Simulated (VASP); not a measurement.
A run of VASP 6.6.1 is set up as follows.

The input INCAR:

```
PREC = Accurate
ENCUT = 520
EDIFF = 1E-7
ISMEAR = -1
SIGMA = 0.1
LREAL = False
LASPH = True
NELM = 80
ALGO = Normal
ISIF = 2
LWAVE = False
LCHARG = False
GGA = RP
NBANDS = 12
```

KPOINTS

```
Automatic mesh
0
Gamma
  17 17 17
```

File POSCAR:

```
Y
1.0
    0.0000000000      2.5697099500      2.5697099500
    2.5697099500      0.0000000000      2.5697099500
    2.5697099500      2.5697099500      0.0000000000
Y
1
Direct
    0.0000000000      0.0000000000      0.0000000000
```

Potentials or basis: VASP PAW PBE potentials, release 64 (Y_sv).

Command:

```bash
$ cat potpaw_PBE.64/Y_sv/POTCAR > POTCAR
$ mpirun -np 1 vasp_std > vasp.out
```

Task: Predict the pressure.

Result: -0.1 GPa.

Caveat: the PAW data sets were made with another functional, which shifts forces and pressure a little.
